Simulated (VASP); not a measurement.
# VH4 (P2_1/c) in VASP: single point with r2SCAN

Aim: the single point of VH4 with r2SCAN.

Everything below comes from runs of VASP 6.6.1. Logs are shortened: lines on timing, memory, paths and dates and some standing lists are left out, and cuts for length are marked.

## (1) The cell of the first run

Symmetry: P2_1/c, No. 14, monoclinic system. Conventional cell: a = 4.758 Å, b = 4.606 Å, c = 4.757 Å, α = 90.00°, β = 119.49°, γ = 90.00°. Within 2.0 Å of H (site symmetry 1) lie 1 V at 1.51 Å. H (site symmetry 1) has 2 V at 1.71 Å and 3 H at 2.27 to 2.28 Å within 2.3 Å. Within 2.0 Å of V (site symmetry -1) lie 6 H at 1.51 to 1.71 Å.

## (2) Single point, r2SCAN

The input, POSCAR:

```
VH4
1.0
    2.3966620000      0.0000000000     -4.1093760000
    0.0000000000      4.6061550000      0.0000000000
    2.3974810000      0.0000000000      4.1093760000
H V
8 2
Direct
    0.6614000000      0.4142000000      0.3519000000
    0.8386000000      0.9142000000      0.6481000000
    0.3386000000      0.5858000000      0.6481000000
    0.1614000000      0.0858000000      0.3519000000
    0.1693000000      0.2976000000      0.9255000000
    0.3307000000      0.7976000000      0.0745000000
    0.8307000000      0.7024000000      0.0745000000
    0.6693000000      0.2024000000      0.9255000000
    0.0000000000      0.0000000000      0.0000000000
    0.5000000000      0.5000000000      0.0000000000
```

The input, INCAR.step1:

```
SYSTEM = VH4
  PREC = Accurate
  ENCUT = 520
  ISMEAR = -1
  SIGMA = 0.1
  LREAL = .False.
  LASPH = .True.
  NELM = 80
  NBANDS = 28
  GGA = PE
  ALGO = Normal
  EDIFF = 1E-4
  LWAVE = .True.
  LCHARG = .False.
```

The input, INCAR.step2:

```
SYSTEM = VH4
  PREC = Accurate
  ENCUT = 520
  EDIFF = 1E-6
  ISMEAR = -1
  SIGMA = 0.1
  LREAL = .False.
  LASPH = .True.
  NELM = 80
  ALGO = Normal
  ISIF = 2
  LWAVE = .False.
  LCHARG = .True.
  METAGGA = R2SCAN
  LMIXTAU = .True.
  LELF = .True.
  LVHAR = .True.
  NBANDS = 28
  ISTART = 1
```

The input, KPOINTS:

```
regular mesh
0
Gamma
  5 5 5
  0 0 0
```

Potentials or basis: VASP PAW PBE potentials, release 64 (H, V_sv).

Started as:

```
$ cat potpaw_PBE.64/H/POTCAR potpaw_PBE.64/V_sv/POTCAR > POTCAR
$ cp INCAR.step1 INCAR
$ mpirun -np 1 vasp_std > vasp.out
$ cp INCAR.step2 INCAR
$ mpirun -np 1 vasp_std > vasp.out
```

OUTCAR:

```text
SYSTEM = VH4
   PREC = Accurate
   ENCUT = 520
   EDIFF = 1E-6
   ISMEAR = -1
   LREAL = .False.
   LASPH = .True.
   NELM = 80
   ISIF = 2
   METAGGA = R2SCAN
   ISTART = 1

 ion  position               nearest neighbor table
   1  0.661  0.414  0.352-  10 1.51
   2  0.839  0.914  0.648-   9 1.51
   3  0.339  0.586  0.648-  10 1.51
   4  0.161  0.086  0.352-   9 1.51
   5  0.169  0.298  0.925-  10 1.71   9 1.71
   6  0.331  0.798  0.075-   9 1.71  10 1.71
   7  0.831  0.702  0.075-  10 1.71   9 1.71
   8  0.669  0.202  0.925-   9 1.71  10 1.71
   9  0.000  0.000  0.000-   2 1.51   4 1.51   6 1.71   8 1.71   7 1.71   5 1.71
  10  0.500  0.500  0.000-   1 1.51   3 1.51   5 1.71   7 1.71   6 1.71   8 1.71

  LATTYP: Found a simple monoclinic cell.
 ALAT       =     4.7572008421
 B/A-ratio  =     0.9682490088
 C/A-ratio  =     1.0000867447
 COS(beta)  =    -0.4922483727

  Lattice vectors:

 A1 = (   2.3966620000,   0.0000000000,  -4.1093760000)
 A2 = (   0.0000000000,   4.6061550000,   0.0000000000)
 A3 = (   2.3974810000,   0.0000000000,   4.1093760000)

Analysis of symmetry for initial positions (statically):
=====================================================================
 Subroutine PRICEL returns:
 Original cell was already a primitive cell.

 Routine SETGRP: Setting up the symmetry group for a
 simple monoclinic supercell.

 Subroutine GETGRP returns: Found  4 space group operations
 (whereof  2 operations were pure point group operations)
 out of a pool of  4 trial point group operations.

The static configuration has the point symmetry S_2 .
 The point group associated with its full space group is C_2h.

Analysis of symmetry for dynamics (positions and initial velocities):
=====================================================================
 Subroutine PRICEL returns:
 Original cell was already a primitive cell.

 Routine SETGRP: Setting up the symmetry group for a
 simple monoclinic supercell.

 Subroutine GETGRP returns: Found  4 space group operations
 (whereof  2 operations were pure point group operations)
 out of a pool of  4 trial point group operations.

The dynamic configuration has the point symmetry S_2 .
 The point group associated with its full space group is C_2h.

 Subroutine INISYM returns: Found  4 space group operations
 (whereof  2 operations are pure point group operations),
 and found     1 'primitive' translations

----------------------------------------------------------------------------------------

                                     Primitive cell

  volume of cell :      90.7456

  direct lattice vectors                    reciprocal lattice vectors
     2.396662000  0.000000000 -4.109376000     0.208587854  0.000000000 -0.121693760
     0.000000000  4.606155000  0.000000000     0.000000000  0.217100814  0.000000000
     2.397481000  0.000000000  4.109376000     0.208587854  0.000000000  0.121652188

  length of vectors
     4.757200842  4.606155000  4.757613504     0.241491747  0.217100814  0.241470801

  position of ions in fractional coordinates (direct lattice)
     0.661400000  0.414200000  0.351900000
     0.838600000  0.914200000  0.648100000
     0.338600000  0.585800000  0.648100000
     0.161400000  0.085800000  0.351900000
     0.169300000  0.297600000  0.925500000
     0.330700000  0.797600000  0.074500000
     0.830700000  0.702400000  0.074500000
     0.669300000  0.202400000  0.925500000
     0.000000000  0.000000000  0.000000000
     0.500000000  0.500000000  0.000000000

  ion indices of the primitive-cell ions
   primitive index   ion index
                 1           1
                 2           2
                 3           3
                 4           4
                 5           5
                 6           6
                 7           7
                 8           8
                 9           9
                10          10

----------------------------------------------------------------------------------------

 KPOINTS: regular mesh

Automatic generation of k-mesh.
 Grid dimensions read from file:
 generate k-points for:    5    5    5

 Generating k-lattice:

  Cartesian coordinates                     Fractional coordinates (reciprocal lattice)
     0.041717571  0.000000000 -0.024338752     0.200000000  0.000000000  0.000000000
     0.000000000  0.043420163  0.000000000     0.000000000  0.200000000  0.000000000
     0.041717571  0.000000000  0.024330438     0.000000000  0.000000000  0.200000000

  Length of vectors
     0.048298349  0.043420163  0.048294160

  Shift w.r.t. Gamma in fractional coordinates (k-lattice)
     0.000000000  0.000000000  0.000000000

 Subroutine IBZKPT returns following result:
 ===========================================

 Found     39 irreducible k-points:

 Following reciprocal coordinates:
            Coordinates               Weight
  0.000000  0.000000  0.000000      1.000000
  0.200000  0.000000  0.000000      2.000000
  0.400000  0.000000 -0.000000      2.000000
  0.000000  0.200000  0.000000      2.000000
  0.200000  0.200000  0.000000      4.000000
  0.400000  0.200000 -0.000000      4.000000
[... 16 lines left out ...]
 -0.400000  0.400000  0.200000      4.000000
 -0.200000  0.400000  0.200000      4.000000
 [... further k-points ...]
   k-points           NKPTS =     39   k-points in BZ     NKDIM =     39   number of bands    NBANDS=     28
   number of dos      NEDOS =    301   number of ions     NIONS =     10
   total plane-waves  NPLWV =  46656
   dimension x,y,z NGX =    36 NGY =   36 NGZ =   36
   dimension x,y,z NGXF=    72 NGYF=   72 NGZF=   72
   ions per type =               8   2
   NGX,Y,Z   is equivalent  to a cutoff of  12.58, 12.99, 12.58 a.u.
   NGXF,Y,Z  is equivalent  to a cutoff of  25.16, 25.99, 25.16 a.u.
 SYSTEM =  VH4
   PREC   = accura    normal or accurate (medium, high low for compatibility)
   ISTART =      1    job   : 0-new  1-cont  2-samecut
   ICHARG =      0    charge: 1-file 2-atom 10-const
   ISPIN  =      1    spin polarized calculation?
   LNONCOLLINEAR =      F non collinear calculations
   LSORBIT =      F    spin-orbit coupling
   LASPH  =      T    aspherical Exc in radial PAW
   ENCUT  =  520.0 eV  38.22 Ry    6.18 a.u.   8.85  8.56  8.85*2*pi/ulx,y,z
   NELM   =     80;   NELMIN=  2; NELMDL=  0     # of ELM steps
   EDIFF  = 0.1E-05   stopping-criterion for ELM
   LREAL  =      F    real-space projection
   EDIFFG = 0.1E-04   stopping-criterion for IOM
   NSW    =      0    number of steps for IOM
   IBRION =     -1    ionic relax: 0-MD 1-quasi-New 2-CG
   NFREE  =      0    steps in history (QN), initial steepest desc. (CG)
   ISIF   =      2    stress and relaxation
   ISYM   =      2    0-nonsym 1-usesym 2-fastsym
   POTIM  = 0.5000    time-step for ionic-motion
   TEBEG  =    0.0;   TEEND  =   0.0 temperature during run
   PSTRESS=    0.0 pullay stress
   NELECT =      34.0000    total number of electrons
   NUPDOWN=      -1.0000    fix difference up-down
   EMIN   =  10.00;   EMAX   =-10.00  energy-range for DOS
   EFERMI =   0.00;   METHOD = LEGACY
   ISMEAR =    -1;   SIGMA  =   0.10  broadening in eV -4-tet -1-fermi 0-gaus
   EFERMI_NEDOS =   21; number of points for ismear=-14 and -15
   IALGO  =     38    algorithm
   IMIX   =      4    mixing-type and parameters
     AMIX     =   0.40;   BMIX     =  1.00
     AMIX_MAG =   1.60;   BMIX_MAG =  1.00
  volume/ion in A,a.u.               =       9.07        61.24
  Fermi-wavevector in a.u.,A,eV,Ry     =   1.180210  2.230274 18.951499  1.392896
  Thomas-Fermi vector in A             =   2.316507
   LORBIT       =      0    0 simple, 1 ext, 2 COOP (PROOUT), +10 PAW based schemes
   METAGGA = R2SCAN    functional components
   LHFCALC =     F    Hartree Fock is set to
   AEXX    =    0.0000 exact exchange contribution
   IVDW    =     0    specifies the selected vdW correction
   LEPSILON=     F    determine dielectric tensor
   LRPA    =     F    only Hartree local field effects (RPA)
 non-spin polarized calculation
  energy-cutoff  :      520.00
  volume of cell :       90.75
 maximum number of plane-waves:      2458
   NGX = 17   NGY = 17   NGZ = 17

 number of electron      34.0000011 magnetization

 Free energy of the ion-electron system (eV)
  ---------------------------------------------------
  ext. energy  EPLUGINS =         0.00000000
  ---------------------------------------------------
  free energy    TOTEN  =       -47.16607088 eV

  energy without entropy =      -46.88173987  energy(sigma->0) =      -47.02390537

 E-fermi :   0.3651     XC(G=0):  -9.2607

 val. band max:        0.3553129861   @ k =   0.0000   0.2000   0.2000
 cond. band min:       0.3654601276   @ k =  -0.4000   0.2000   0.4000
 fundamental gap:      0.0101471415
 Fermi energy:         0.3650604899

 k-point     1 :       0.0000    0.0000    0.0000
  band No.  band energies     occupation
      1     -67.1788      2.00000
      2     -67.1683      2.00000
      3     -39.9274      2.00000
      4     -39.9215      2.00000
      5     -39.8941      2.00000
      6     -39.8667      2.00000
[... 20 lines left out ...]
     27       9.1623      0.00000
     28       9.5980      0.00000

 k-point     2 :       0.2000    0.0000    0.0000
  band No.  band energies     occupation
      1     -67.1778      2.00000
      2     -67.1693      2.00000
      3     -39.9238      2.00000
      4     -39.9192      2.00000
      5     -39.8907      2.00000
      6     -39.8641      2.00000
[... 20 lines left out ...]
     27       9.3939      0.00000
     28       9.9797      0.00000

 k-point     3 :       0.4000    0.0000   -0.0000
  band No.  band energies     occupation
      1     -67.1752      2.00000
      2     -67.1719      2.00000
      3     -39.9178      2.00000
      4     -39.9162      2.00000
      5     -39.8793      2.00000
      6     -39.8635      2.00000
[... 20 lines left out ...]
     27      10.0004      0.00000
     28      10.1226      0.00000

 k-point     4 :       0.0000    0.2000    0.0000
  band No.  band energies     occupation
      1     -67.1778      2.00000
      2     -67.1693      2.00000
      3     -39.9239      2.00000
      4     -39.9191      2.00000
      5     -39.8909      2.00000
      6     -39.8639      2.00000
[... 20 lines left out ...]
     27       9.2072      0.00000
     28       9.4618      0.00000

 k-point     5 :       0.2000    0.2000    0.0000
  band No.  band energies     occupation
      1     -67.1770      2.00000
      2     -67.1701      2.00000
      3     -39.9256      2.00000
      4     -39.9166      2.00000
      5     -39.8888      2.00000
      6     -39.8613      2.00000
[... 20 lines left out ...]
     27       9.3547      0.00000
     28       9.7730      0.00000

 k-point     6 :       0.4000    0.2000   -0.0000
  band No.  band energies     occupation
      1     -67.1749      2.00000
      2     -67.1722      2.00000
      3     -39.9226      2.00000
      4     -39.9174      2.00000
      5     -39.8836      2.00000
      6     -39.8726      2.00000
[... 463 lines left out ...]
      5     -39.8839      2.00000
      6     -39.8729      2.00000
[... 20 lines left out ...]
     27       9.8589      0.00000
     28      10.4964      0.00000

 k-point    22 :       0.4000    0.4000    0.2000
  band No.  band energies     occupation
      1     -67.1740      2.00000
      2     -67.1730      2.00000
      3     -39.9268      2.00000
      4     -39.9234      2.00000
      5     -39.8861      2.00000
      6     -39.8831      2.00000
[... 20 lines left out ...]
     27      10.4965      0.00000
     28      10.8351      0.00000

 k-point    23 :      -0.4000    0.4000    0.2000
  band No.  band energies     occupation
      1     -67.1740      2.00000
      2     -67.1730      2.00000
      3     -39.9269      2.00000
      4     -39.9235      2.00000
      5     -39.8859      2.00000
      6     -39.8829      2.00000
[... 20 lines left out ...]
     27       9.8476      0.00000
     28      10.1684      0.00000

 k-point    24 :      -0.2000    0.4000    0.2000
  band No.  band energies     occupation
      1     -67.1749      2.00000
      2     -67.1722      2.00000
      3     -39.9228      2.00000
      4     -39.9175      2.00000
      5     -39.8836      2.00000
      6     -39.8726      2.00000
[... 20 lines left out ...]
     27       9.3561      0.00000
     28       9.6598      0.00000

 [... further k-points ...]

------------------------ aborting loop because EDIFF is reached ----------------------------------------

  FORCE on cell =-STRESS in cart. coord.  units (eV):
  Direction    XX          YY          ZZ          XY          YZ          ZX
  --------------------------------------------------------------------------------------
  -------------------------------------------------------------------------------------
  Total       12.2935505     -0.9114394      3.4504838      0.0000000      0.0000000      8.7851820
  in kB      217.0513545    -16.0921089     60.9207389      0.0000000      0.0000000    155.1086204
  external PRESSURE =      87.2933282 kB  Pullay stress =       0.0000000 kB

 VOLUME and BASIS-vectors are now :
 -----------------------------------------------------------------------------
  energy-cutoff  :      520.00
  volume of cell :       90.75
      direct lattice vectors                 reciprocal lattice vectors
     2.396662000  0.000000000 -4.109376000     0.208587854  0.000000000 -0.121693760
     0.000000000  4.606155000  0.000000000     0.000000000  0.217100814  0.000000000
     2.397481000  0.000000000  4.109376000     0.208587854  0.000000000  0.121652188

 POSITION                                       TOTAL-FORCE (eV/Angst)
 -----------------------------------------------------------------------------------
      2.42883      1.90787     -1.27185         2.655591     -0.944680      1.709380
      3.56365      4.21095     -0.78284        -2.655591     -0.944680     -1.709380
      2.36532      2.69829      1.27185        -2.655591      0.944680     -1.709380
      1.23049      0.39521      0.78284         2.655591      0.944680      1.709380
      2.62462      1.37079      3.10751        -0.245038      0.075088     -0.011944
      0.97119      3.67387     -1.05282         0.245038      0.075088      0.011944
      2.16952      3.23536     -3.10751         0.245038     -0.075088      0.011944
      3.82295      0.93229      1.05282        -0.245038     -0.075088     -0.011944
      0.00000      0.00000      0.00000        -0.000000      0.000000     -0.000000
      1.19833      2.30308     -2.05469        -0.000000      0.000000      0.000000
 -----------------------------------------------------------------------------------
    total drift:                               -0.000000      0.000000      0.000000

  FREE ENERGIE OF THE ION-ELECTRON SYSTEM (eV)
  ---------------------------------------------------
  free  energy   TOTEN  =       -47.1660708756 eV

  energy  without entropy=      -46.8817398686  energy(sigma->0) =      -47.02390537
```

It took 9.3 min on 1 thread of Intel Xeon 8259CL, shared host; peak memory 0.26 GiB.

What came out:

* Free energy: -47.1661 eV
* Pressure: 8.7 GPa
* Largest force: 3.296 eV/Å
* Band gap on the k mesh: zero (band 17 reaches 0.45 eV, above the bottom of band 18 at 0.24 eV)

Forces on the atoms (eV/Å):
```
H    2.656 -0.945  1.709
H   -2.656 -0.945 -1.709
H   -2.656  0.945 -1.709
H    2.656  0.945  1.709
H   -0.245  0.075 -0.012
H    0.245  0.075  0.012
H    0.245 -0.075  0.012
H   -0.245 -0.075 -0.012
V    0.000  0.000  0.000
V    0.000  0.000  0.000
```

Caveat: the PAW data sets were made with another functional, which shifts forces and pressure a little.
